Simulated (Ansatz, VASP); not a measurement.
# CoO: VASP beside Ansatz

The input INCAR:

```
SYSTEM = CoO
PREC = Accurate
ENCUT = 520
EDIFF = 1E-8
ISMEAR = -1
SIGMA = 0.05
LREAL = .False.
LASPH = .True.
NELM = 150
ALGO = Normal
ISIF = 2
LWAVE = .False.
LCHARG = .False.
ISPIN = 2
MAGMOM = 2 0
LORBIT = 11
LMAXMIX = 4
GGA = PE
LEFG = .True.
NBANDS = 18
```

File KPOINTS:

```
Automatic mesh
0
Gamma
  15 15 15
  0 0 0
```

POSCAR

```
CoO
1.0
    0.0000000000      2.1171941998      2.1171941998
    2.1171941998      0.0000000000      2.1171941998
    2.1171941998      2.1171941998      0.0000000000
Co O
1 1
Direct
    0.0000000000      0.0000000000      0.0000000000
    0.5000000000      0.5000000000      0.5000000000
```

Input for Ansatz:

```yaml
crystal:
  lattice:
    - [0.0, 2.1171941998, 2.1171941998]
    - [2.1171941998, 0.0, 2.1171941998]
    - [2.1171941998, 2.1171941998, 0.0]
  atoms:
    - { symbol: Co, position: [0.0, 0.0, 0.0], spin: 2.0 }
    - { symbol: O, position: [0.5, 0.5, 0.5] }
magnetization:
  spin_polarized: true
kpoints:
  mp_grid: { grid: [15, 15, 15] }
scf:
  occupations: { method: fermi_dirac, width: 0.05 }
hamiltonian:
  xc: pbe
  pseudopotentials: { kind: paw }
output:
  forces: true
  stress: true
  eigenvalues: true
  efg: { contact_densities: true }
```

Change from the starting cell: volume scaled by 0.98, PAW files.

Alike in both runs: task electric field gradients; functional PBE; k mesh 15 × 15 × 15; occupations fermi-dirac, width 0.05 eV; collinear spin.

```csv
,VASP,Ansatz
version,VASP 6.6.1,Ansatz 0.2.0
potentials or method,"VASP PAW PBE potentials, release 64 (Co, O)","PAW with Ansatz's default frozen-core files, scalar-relativistic"
plane-wave cutoff (eV),520,420
valence electrons in the cell,15,23
```

Ansatz gave:

- pressure (GPa): 1.6
- net moment per atom (μB): 1.45
- size of the moment on the site where the two differ most (μB): 2.46

Problem. What did VASP give for the same quantities?

Solution. Pressure (GPa): 0.9; net moment per atom (μB): 1.42; size of the moment on the site where the two differ most (μB): 2.52.

Site moments also hang on the region over which each program counts them. VASP's potentials hold 15 valence electrons a cell and Ansatz's 23, so a difference there can come from the potentials and not from the codes.
